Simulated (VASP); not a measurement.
Set up this calculation in VASP 6.6.1, as the native input.

* Task: single point
* Functional: PBE
* Dispersion: D3(BJ)
* Potentials or basis: VASP PAW PBE potentials, release 64 (Te, Bi_d)
* Cutoff: 520 eV
* k mesh: 6 × 6 × 1
* Occupations: gaussian, width 0.02 eV
* Spin: no spin polarisation
* Dipole correction: yes
* Further INCAR settings: ALGO = Normal; EDIFF = 1e-07; NBANDS = 59

The structure of Bi2Te3 lies in POSCAR:

```
Bi2Te3
1.0
    4.3497383004      0.0000000000      0.0000000000
   -2.1748691502      3.7669838679      0.0000000000
    0.0000000000      0.0000000000     62.8978156146
Te Bi
6 4
Direct
    0.0000000000      0.0000000000      0.3497316205
    0.6666666667      0.3333333333      0.4099175170
    0.3333333333      0.6666666667      0.4700942514
    0.3333333333      0.6666666667      0.5299058046
    0.6666666667      0.3333333333      0.5900822097
    0.0000000000      0.0000000000      0.6502682485
    0.3333333333      0.6666666667      0.3774198534
    0.0000000000      0.0000000000      0.4422835801
    0.0000000000      0.0000000000      0.5577166989
    0.3333333333      0.6666666667      0.6225802158
```

These files were run (other wordings do the same):

INCAR

```
SYSTEM = Bi2Te3
  PREC = Accurate
  ENCUT = 520
  EDIFF = 1E-7
  ISMEAR = 0
  SIGMA = 0.02
  LREAL = .False.
  LASPH = .True.
  NELM = 80
  ALGO = Normal
  ISIF = 2
  LWAVE = .False.
  LCHARG = .True.
  LDIPOL = .True.
  IDIPOL = 3
  DIPOL = 0.5 0.5 0.500
  GGA = PE
  IVDW = 12
  LVHAR = .True.
  LVACPOTAV = .True.
  NBANDS = 59
  KPAR = 2
```

KPOINTS

```
regular mesh
0
Gamma
  6 6 1
  0 0 0
```

Potentials or basis: VASP PAW PBE potentials, release 64 (Te, Bi_d).

Launch:

```bash
$ cat potpaw_PBE.64/Te/POTCAR potpaw_PBE.64/Bi_d/POTCAR > POTCAR
$ mpirun -np 2 vasp_std > vasp.out
```

Results of the run:

- Largest force: 0.015 eV/Å
- Band gap on the k mesh: 0.83 eV (least direct gap 0.95 eV)
- Dispersion energy per atom: -0.383 eV
- Ionisation potential of the upper face: 5.17 eV

Caveat: spin-orbit coupling is left out, which moves the levels of the heavy elements.

Wall time 12 min on 2 MPI ranks on AMD EPYC 7R43 64-Core Processor (Zen 3) (shared host), peak memory 1.1 GiB a rank.
